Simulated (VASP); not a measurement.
Set up this calculation in VASP 6.6.1, as the native input.

| Property | Result |
| --- | --- |
| Task | single point |
| Functional | LDA |
| Potentials or basis | VASP PAW LDA potentials, release 64 (Si) |
| Cutoff | 500 eV |
| k mesh | 10 × 10 × 10 |
| Occupations | gaussian, width 0.02 eV |
| Spin | no spin polarisation |
| Dipole correction | no |
| Further INCAR settings | ALGO = Normal; EDIFF = 1e-06; NBANDS = 11 |

The structure of Si lies in POSCAR:

```
Si
1.0
    0.0000000000      2.7008716986      2.7008716986
    2.7008716986      0.0000000000      2.7008716986
    2.7008716986      2.7008716986      0.0000000000
Si
2
Direct
    0.0000000000      0.0000000000      0.0000000000
    0.2500000000      0.2500000000      0.2500000000
```

One way to write it, as run:

INCAR

```
SYSTEM = Si
PREC = Accurate
ENCUT = 500
EDIFF = 1E-6
ISMEAR = 0
SIGMA = 0.02
LREAL = .False.
LASPH = .True.
NELM = 120
ALGO = Normal
ISIF = 2
LWAVE = .False.
LCHARG = .True.
LELF = .True.
LVHAR = .True.
NBANDS = 11
GGA_COMPAT = .False.
```

KPOINTS

```
Automatic mesh
0
Gamma
  10 10 10
  0 0 0
```

Potentials or basis: VASP PAW LDA potentials, release 64 (Si).

Run with:

```bash
$ cat potpaw_LDA.64/Si/POTCAR > POTCAR
$ mpirun -np 1 vasp_std > vasp.out
```

Results of the run:

```json
{
  "Pressure": "0.1 GPa",
  "Band gap on the k mesh": "0.45 eV, indirect (least direct gap 2.53 eV)"
}
```

It took 12 s on 1 thread of Intel(R) Xeon(R) Platinum 8375C CPU @ 2.90GHz (Ice Lake), with other jobs on the host, peak memory 0.14 GiB.
